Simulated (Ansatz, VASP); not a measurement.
# BaS: VASP beside Ansatz

Contents of POSCAR:

```
BaS
1.0
    0.0000000000      3.1937500000      3.1937500000
    3.1937500000      0.0000000000      3.1937500000
    3.1937500000      3.1937500000      0.0000000000
Ba S
1 1
Direct
    0.0000000000      0.0000000000      0.0000000000
    0.5000000000      0.5000000000      0.5000000000
```

INCAR.step1

```
  PREC = Accurate
  ENCUT = 520
  ISMEAR = 0
  SIGMA = 0.05
  LREAL = F
  LASPH = T
  NELM = 80
  NBANDS = 15
  GGA = PE
  ALGO = Normal
  EDIFF = 1E-4
  LWAVE = T
  LCHARG = F
```

The input INCAR.step2:

```
  PREC = Accurate
  ENCUT = 520
  EDIFF = 1E-6
  ISMEAR = 0
  SIGMA = 0.05
  LREAL = F
  LASPH = T
  NELM = 80
  ALGO = Normal
  ISIF = 2
  LWAVE = F
  LCHARG = T
  METAGGA = R2SCAN
  LMIXTAU = T
  LELF = T
  LVHAR = T
  NBANDS = 15
  ISTART = 1
```

KPOINTS

```
regular mesh
0
Gamma
  6 6 6
```

Input for Ansatz:

```yaml
crystal:
  lattice:
    - [0.0, 3.19375, 3.19375]
    - [3.19375, 0.0, 3.19375]
    - [3.19375, 3.19375, 0.0]
  atoms:
    - { symbol: Ba, position: [0.0, 0.0, 0.0] }
    - { symbol: S, position: [0.5, 0.5, 0.5] }
basis:
  ecutwfc: 500
kpoints:
  mp_grid: { grid: [6, 6, 6] }
hamiltonian:
  xc: r2scan
scf:
  occupations: { method: gaussian, width: 0.05 }
output:
  forces: true
  stress: true
  eigenvalues: true
```

Alike in both runs: task single point; functional r2SCAN; k mesh 6 × 6 × 6; occupations gaussian, width 0.05 eV; no spin polarisation.

|  | VASP | Ansatz |
| --- | --- | --- |
| version | VASP 6.6.1 | Ansatz 0.2.0 |
| potentials or method | VASP PAW PBE potentials, release 64 (Ba_sv, S), cutoff 520 eV | scalar-relativistic, plane waves, PAW |
| valence electrons in the cell | 16 | 16 |

Ansatz gave:

- gap on the k mesh at the Fermi level (eV): 2.55
- least direct gap on the mesh (eV): 2.66
- pressure (GPa): 0.8

Task: Which values does VASP return?

Result: gap on the k mesh at the Fermi level (eV): 2.46; least direct gap on the mesh (eV): 2.60; pressure (GPa): 1.4.

VASP's potentials were made for PBE, not for r2SCAN. With one functional, cell and mesh, what is left measures potentials, basis and numerics.

Neither program's run includes spin-orbit coupling.
